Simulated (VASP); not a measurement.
# O (C2/m) in VASP: a series of runs, part 2 of 3

VASP 6.6.1. Earlier steps stand in the parts before.

### 4 Single point, PBE (18.15 Å³/atom)

This run uses another cell than the first one, of 18.15 Å³/atom.

Contents of INCAR:

```
  PREC = Accurate
  ENCUT = 520
  EDIFF = 1E-7
  ISMEAR = -1
  SIGMA = 0.05
  LREAL = F
  LASPH = T
  NELM = 100
  ALGO = Normal
  ISIF = 2
  LWAVE = F
  LCHARG = F
  GGA = PE
  NBANDS = 13
```

Contents of KPOINTS:

```
regular mesh
0
Gamma
  10 10 8
```

Contents of POSCAR:

```
O
1.0
    2.8981554719     -1.6896735049      0.0000000000
    2.8981554719      1.6896735049      0.0000000000
   -2.4337523388      0.0000000000      3.7068485185
O
2
Direct
    0.0254538300      0.0254538300      0.1555740200
    0.9745461700      0.9745461700      0.8444259800
```

Potentials or basis: VASP PAW PBE potentials, release 64 (O).

Launch:

```console
> cat potpaw_PBE.64/O/POTCAR > POTCAR
> mpirun -np 1 vasp_std > vasp.out
```

OUTCAR:

```text
PREC = Accurate
   ENCUT = 520
   EDIFF = 1E-7
   ISMEAR = -1
   LREAL = F
   LASPH = T
   NELM = 100
   ISIF = 2
   GGA = PE

 ion  position               nearest neighbor table
   1  0.025  0.025  0.156-   2 1.24
   2  0.975  0.975  0.844-   1 1.24

  LATTYP: Found a base centered monoclinic cell.
 ALAT       =     5.7963109438
 B/A-ratio  =     0.5830168606
 C/A-ratio  =     0.7650377976
 COS(beta)  =    -0.5488350190

  Lattice vectors:

 A1 = (   2.8981554719,  -1.6896735049,   0.0000000000)
 A2 = (   2.8981554719,   1.6896735049,   0.0000000000)
 A3 = (  -2.4337523388,   0.0000000000,   3.7068485185)

Analysis of symmetry for initial positions (statically):
=====================================================================
 Subroutine PRICEL returns:
 Original cell was already a primitive cell.

 Routine SETGRP: Setting up the symmetry group for a
 base centered monoclinic supercell.

 Subroutine GETGRP returns: Found  4 space group operations
 (whereof  4 operations were pure point group operations)
 out of a pool of  4 trial point group operations.

The static configuration has the point symmetry C_2h.

Analysis of symmetry for dynamics (positions and initial velocities):
=====================================================================
 Subroutine PRICEL returns:
 Original cell was already a primitive cell.

 Routine SETGRP: Setting up the symmetry group for a
 base centered monoclinic supercell.

 Subroutine GETGRP returns: Found  4 space group operations
 (whereof  4 operations were pure point group operations)
 out of a pool of  4 trial point group operations.

The dynamic configuration has the point symmetry C_2h.

 Subroutine INISYM returns: Found  4 space group operations
 (whereof  4 operations are pure point group operations),
 and found     1 'primitive' translations

----------------------------------------------------------------------------------------

                                     Primitive cell

  volume of cell :      36.3044

  direct lattice vectors                    reciprocal lattice vectors
     2.898155472 -1.689673505  0.000000000     0.172523526 -0.295915157  0.113271296
     2.898155472  1.689673505  0.000000000     0.172523526  0.295915157  0.113271296
    -2.433752339  0.000000000  3.706848519     0.000000000  0.000000000  0.269770937

  length of vectors
     3.354743163  3.354743163  4.434396959     0.360777678  0.360777678  0.269770937

  position of ions in fractional coordinates (direct lattice)
     0.025453830  0.025453830  0.155574020
     0.974546170  0.974546170  0.844425980

  ion indices of the primitive-cell ions
   primitive index   ion index
                 1           1
                 2           2

----------------------------------------------------------------------------------------

 KPOINTS: regular mesh

Automatic generation of k-mesh.
 Grid dimensions read from file:
 generate k-points for:   10   10    8

 Generating k-lattice:

  Cartesian coordinates                     Fractional coordinates (reciprocal lattice)
     0.017252353 -0.029591516  0.011327130     0.100000000 -0.000000000  0.000000000
     0.017252353  0.029591516  0.011327130    -0.000000000  0.100000000  0.000000000
     0.000000000  0.000000000  0.033721367     0.000000000  0.000000000  0.125000000

  Length of vectors
     0.036077768  0.036077768  0.033721367

  Shift w.r.t. Gamma in fractional coordinates (k-lattice)
     0.000000000  0.000000000  0.000000000

 Subroutine IBZKPT returns following result:
 ===========================================

 Found    227 irreducible k-points:

 Following reciprocal coordinates:
            Coordinates               Weight
  0.000000  0.000000  0.000000      1.000000
  0.100000  0.000000  0.000000      4.000000
  0.200000  0.000000  0.000000      4.000000
  0.300000 -0.000000  0.000000      4.000000
  0.400000  0.000000  0.000000      4.000000
  0.500000  0.000000 -0.000000      2.000000
[... 16 lines left out ...]
  0.300000  0.300000  0.000000      2.000000
  0.400000  0.300000  0.000000      4.000000
 [... further k-points ...]
   k-points           NKPTS =    227   k-points in BZ     NKDIM =    227   number of bands    NBANDS=     13
   number of dos      NEDOS =    301   number of ions     NIONS =      2
   total plane-waves  NPLWV =  28224
   dimension x,y,z NGX =    28 NGY =   28 NGZ =   36
   dimension x,y,z NGXF=    56 NGYF=   56 NGZF=   72
   ions per type =               2
   NGX,Y,Z   is equivalent  to a cutoff of  13.88, 13.88, 13.50 a.u.
   NGXF,Y,Z  is equivalent  to a cutoff of  27.75, 27.75, 26.99 a.u.
 SYSTEM =  unknown system
   PREC   = accura    normal or accurate (medium, high low for compatibility)
   ISTART =      0    job   : 0-new  1-cont  2-samecut
   ICHARG =      2    charge: 1-file 2-atom 10-const
   ISPIN  =      1    spin polarized calculation?
   LNONCOLLINEAR =      F non collinear calculations
   LSORBIT =      F    spin-orbit coupling
   LASPH  =      T    aspherical Exc in radial PAW
   ENCUT  =  520.0 eV  38.22 Ry    6.18 a.u.   6.24  6.24  8.25*2*pi/ulx,y,z
   NELM   =    100;   NELMIN=  2; NELMDL= -5     # of ELM steps
   EDIFF  = 0.1E-06   stopping-criterion for ELM
   LREAL  =      F    real-space projection
   EDIFFG = 0.1E-05   stopping-criterion for IOM
   NSW    =      0    number of steps for IOM
   IBRION =     -1    ionic relax: 0-MD 1-quasi-New 2-CG
   NFREE  =      0    steps in history (QN), initial steepest desc. (CG)
   ISIF   =      2    stress and relaxation
   ISYM   =      2    0-nonsym 1-usesym 2-fastsym
   POTIM  = 0.5000    time-step for ionic-motion
   TEBEG  =    0.0;   TEEND  =   0.0 temperature during run
   PSTRESS=    0.0 pullay stress
   NELECT =      12.0000    total number of electrons
   NUPDOWN=      -1.0000    fix difference up-down
   EMIN   =  10.00;   EMAX   =-10.00  energy-range for DOS
   EFERMI =   0.00;   METHOD = LEGACY
   ISMEAR =    -1;   SIGMA  =   0.05  broadening in eV -4-tet -1-fermi 0-gaus
   EFERMI_NEDOS =   21; number of points for ismear=-14 and -15
   IALGO  =     38    algorithm
   IMIX   =      4    mixing-type and parameters
     AMIX     =   0.40;   BMIX     =  1.00
     AMIX_MAG =   1.60;   BMIX_MAG =  1.00
  volume/ion in A,a.u.               =      18.15       122.50
  Fermi-wavevector in a.u.,A,eV,Ry     =   1.131919  2.139017 17.432347  1.281241
  Thomas-Fermi vector in A             =   2.268619
   LORBIT       =      0    0 simple, 1 ext, 2 COOP (PROOUT), +10 PAW based schemes
   GGA     = PE    functional components
   LHFCALC =     F    Hartree Fock is set to
   AEXX    =    0.0000 exact exchange contribution
   IVDW    =     0    specifies the selected vdW correction
   LEPSILON=     F    determine dielectric tensor
   LRPA    =     F    only Hartree local field effects (RPA)
 non-spin polarized calculation
  energy-cutoff  :      520.00
  volume of cell :       36.30
 maximum number of plane-waves:       992
 NGX is ok and might be reduce to    28
   NGX = 13   NGY = 13   NGZ = 17

 number of electron      12.0000002 magnetization

 Free energy of the ion-electron system (eV)
  ---------------------------------------------------
  ext. energy  EPLUGINS =         0.00000000
  ---------------------------------------------------
  free energy    TOTEN  =        -9.05565371 eV

  energy without entropy =       -8.99771460  energy(sigma->0) =       -9.02668415

 E-fermi :  -2.1880     XC(G=0):  -7.2510

 val. band max:       -2.1883498653   @ k =  -0.2000  -0.4000   0.3750
 cond. band min:      -2.1877513243   @ k =   0.4000   0.3000   0.0000
 fundamental gap:      0.0005985410
 Fermi energy:        -2.1880052235

 k-point     1 :       0.0000    0.0000    0.0000
  band No.  band energies     occupation
      1     -28.0960      2.00000
      2     -15.9844      2.00000
      3      -9.7097      2.00000
      4      -8.1462      2.00000
      5      -8.1128      2.00000
      6      -2.2736      1.69412
      7      -2.0218      0.06948
      8       4.4804      0.00000
      9       7.6756      0.00000
     10      11.9608      0.00000
     11      13.0686      0.00000
     12      15.7562      0.00000
     13      16.7338      0.00000
[... 353 lines left out ...]
 k-point    24 :       0.4000    0.3000    0.0000
  band No.  band energies     occupation
      1     -27.9987      2.00000
      2     -16.1267      2.00000
      3      -9.3807      2.00000
      4      -8.7346      2.00000
      5      -8.4205      2.00000
      6      -2.1878      0.99746
      7      -1.9307      0.01157
      8       6.7848      0.00000
      9       7.8273      0.00000
     10       9.4728      0.00000
     11      11.1491      0.00000
     12      13.0831      0.00000
     13      15.5280      0.00000

 [... further k-points ...]
[... 5 lines left out ...]
  --------------------------------------------------------------------------------------
  -------------------------------------------------------------------------------------
  Total       -0.1223625     -0.6637971     -1.1039166      0.0000000      0.0000000      0.4047331
  in kB       -5.4000706    -29.2945361    -48.7177855      0.0000000      0.0000000     17.8615868
  external PRESSURE =     -27.8041307 kB  Pullay stress =       0.0000000 kB

 VOLUME and BASIS-vectors are now :
 -----------------------------------------------------------------------------
  energy-cutoff  :      520.00
  volume of cell :       36.30
      direct lattice vectors                 reciprocal lattice vectors
     2.898155472 -1.689673505  0.000000000     0.172523526 -0.295915157  0.113271296
     2.898155472  1.689673505  0.000000000     0.172523526  0.295915157  0.113271296
    -2.433752339  0.000000000  3.706848519     0.000000000  0.000000000  0.269770937

 POSITION                                       TOTAL-FORCE (eV/Angst)
 -----------------------------------------------------------------------------------
     -0.23109      0.00000      0.57669         0.350649      0.000000     -0.482679
      3.59365      0.00000      3.13016        -0.350649      0.000000      0.482679
 -----------------------------------------------------------------------------------
    total drift:                                0.000000      0.000000      0.000000

  FREE ENERGIE OF THE ION-ELECTRON SYSTEM (eV)
  ---------------------------------------------------
  free  energy   TOTEN  =        -9.0556537136 eV

  energy  without entropy=       -8.9977145961  energy(sigma->0) =       -9.02668415
```

Wall time 2.8 min (1 thread of Intel Xeon 8259CL, shared host); peak memory 0.22 GiB.

What came out:

```
Free energy            : -9.0557 eV
Pressure               : -2.8 GPa
Largest force          : 0.597 eV/Å
Band gap on the k mesh : zero (bands 6 and 7 overlap by 0.22 eV)
```

Forces on the atoms (eV/Å):
```
O    0.351  0.000 -0.483
O   -0.351  0.000  0.483
```

Stress tensor (GPa, compression positive):
```
-0.54  0.00  1.79
 0.00 -2.93  0.00
 1.79  0.00 -4.87
```

Caveat: the standard files for N, O and F lose accuracy on very short bonds; spin is off for a triplet molecule; this functional lacks dispersion, which holds the molecules together, so the pressure and a relaxed volume are unreliable.

### 5 Single point, PBE (19.02 Å³/atom)

This run uses another cell than the first one, of 19.02 Å³/atom.

Contents of INCAR:

```
SYSTEM = O
PREC = Accurate
ENCUT = 520
EDIFF = 1E-7
ISMEAR = -1
SIGMA = 0.05
LREAL = .FALSE.
LASPH = .TRUE.
NELM = 100
ALGO = Normal
ISIF = 2
LWAVE = .FALSE.
LCHARG = .FALSE.
GGA = PE
NBANDS = 13
```

Contents of KPOINTS:

```
regular mesh
0
G
  10 10 8
  0 0 0
```

Contents of POSCAR:

```
O
1.0
    2.9434464666     -1.7160789185      0.0000000000
    2.9434464666      1.7160789185      0.0000000000
   -2.4717858624      0.0000000000      3.7647773834
O
2
Direct
    0.0254538300      0.0254538300      0.1555740200
    0.9745461700      0.9745461700      0.8444259800
```

Potentials or basis: VASP PAW PBE potentials, release 64 (O).

Launch:

```console
> cat potpaw_PBE.64/O/POTCAR > POTCAR
> mpirun -np 1 vasp_std > vasp.out
```

OUTCAR:

```text
SYSTEM = O
   PREC = Accurate
   ENCUT = 520
   EDIFF = 1E-7
   ISMEAR = -1
   LREAL = .FALSE.
   LASPH = .TRUE.
   NELM = 100
   ISIF = 2
   GGA = PE

 ion  position               nearest neighbor table
   1  0.025  0.025  0.156-   2 1.26
   2  0.975  0.975  0.844-   1 1.26

  LATTYP: Found a base centered monoclinic cell.
 ALAT       =     5.8868929332
 B/A-ratio  =     0.5830168607
 C/A-ratio  =     0.7650377976
 COS(beta)  =    -0.5488350190

  Lattice vectors:

 A1 = (   2.9434464666,  -1.7160789185,   0.0000000000)
 A2 = (   2.9434464666,   1.7160789185,   0.0000000000)
 A3 = (  -2.4717858624,   0.0000000000,   3.7647773834)

Analysis of symmetry for initial positions (statically):
=====================================================================
 Subroutine PRICEL returns:
 Original cell was already a primitive cell.

 Routine SETGRP: Setting up the symmetry group for a
 base centered monoclinic supercell.

 Subroutine GETGRP returns: Found  4 space group operations
 (whereof  4 operations were pure point group operations)
 out of a pool of  4 trial point group operations.

The static configuration has the point symmetry C_2h.

Analysis of symmetry for dynamics (positions and initial velocities):
[... 165 lines left out ...]

 k-point     1 :       0.0000    0.0000    0.0000
  band No.  band energies     occupation
      1     -27.8635      2.00000
      2     -16.3275      2.00000
      3      -9.7803      2.00000
      4      -8.1871      2.00000
      5      -8.1565      2.00000
      6      -2.5831      1.65076
      7      -2.3543      0.09284
      8       4.1170      0.00000
      9       6.8080      0.00000
     10      11.5115      0.00000
     11      12.5618      0.00000
     12      15.2780      0.00000
     13      16.2023      0.00000
[... 354 lines left out ...]
  band No.  band energies     occupation
      1     -27.7752      2.00000
      2     -16.4516      2.00000
      3      -9.4538      2.00000
      4      -8.7745      2.00000
      5      -8.4432      2.00000
      6      -2.5026      0.97189
      7      -2.2702      0.01792
      8       6.1601      0.00000
      9       7.2246      0.00000
     10       9.0938      0.00000
     11      10.7473      0.00000
     12      12.5259      0.00000
     13      14.9637      0.00000

 [... further k-points ...]
[... 5 lines left out ...]
  --------------------------------------------------------------------------------------
  -------------------------------------------------------------------------------------
  Total       -0.3559860     -0.6309463     -2.3913313      0.0000000      0.0000000      0.9061680
  in kB      -14.9961876    -26.5791012   -100.7366827      0.0000000      0.0000000     38.1730296
  external PRESSURE =     -47.4373238 kB  Pullay stress =       0.0000000 kB

 VOLUME and BASIS-vectors are now :
 -----------------------------------------------------------------------------
  energy-cutoff  :      520.00
  volume of cell :       38.03
      direct lattice vectors                 reciprocal lattice vectors
     2.943446467 -1.716078919  0.000000000     0.169868895 -0.291361892  0.111528383
     2.943446467  1.716078919  0.000000000     0.169868895  0.291361892  0.111528383
    -2.471785862  0.000000000  3.764777383     0.000000000  0.000000000  0.265619955

 POSITION                                       TOTAL-FORCE (eV/Angst)
 -----------------------------------------------------------------------------------
     -0.23470      0.00000      0.58570         0.777679      0.000000     -1.588403
      3.64981      0.00000      3.17908        -0.777679      0.000000      1.588403
 -----------------------------------------------------------------------------------
    total drift:                                0.000000      0.000000      0.000000

  FREE ENERGIE OF THE ION-ELECTRON SYSTEM (eV)
  ---------------------------------------------------
  free  energy   TOTEN  =        -9.0173926739 eV

  energy  without entropy=       -8.9545338215  energy(sigma->0) =       -8.98596325
```

stdout:

```text
POSCAR found type information on POSCAR O
 POSCAR found :  1 types and       2 ions
 scaLAPACK will be used
 LDA part: xc-table for (Slater+PW92), standard interpolation
 POSCAR, INCAR and KPOINTS ok, starting setup
 FFT: planning ... GRIDC
 FFT: planning ... GRID_SOFT
 FFT: planning ... GRID
 WAVECAR not read
 entering main loop
```

Wall time 2.5 min (1 thread of Intel Xeon 8259CL, shared host); peak memory 0.22 GiB.

What came out:

| Item | Value |
| --- | --- |
| Free energy | -9.0174 eV |
| Pressure | -4.7 GPa |
| Largest force | 1.769 eV/Å |
| Band gap on the k mesh | zero (bands 6 and 7 overlap by 0.20 eV) |

Forces in eV/Å, atoms in the order of the input:
```
O    0.778  0.000 -1.588
O   -0.778  0.000  1.588
```

Caveat: spin is off for a triplet molecule; the stress differs along the axes, from -10 to -1 GPa; this functional lacks dispersion, which holds the molecules together, so the pressure and a relaxed volume are unreliable; forces of over 1 eV/Å act on the atoms, so gaps and moduli don't describe the material at rest.

(Part 2 of 3 ends here.)
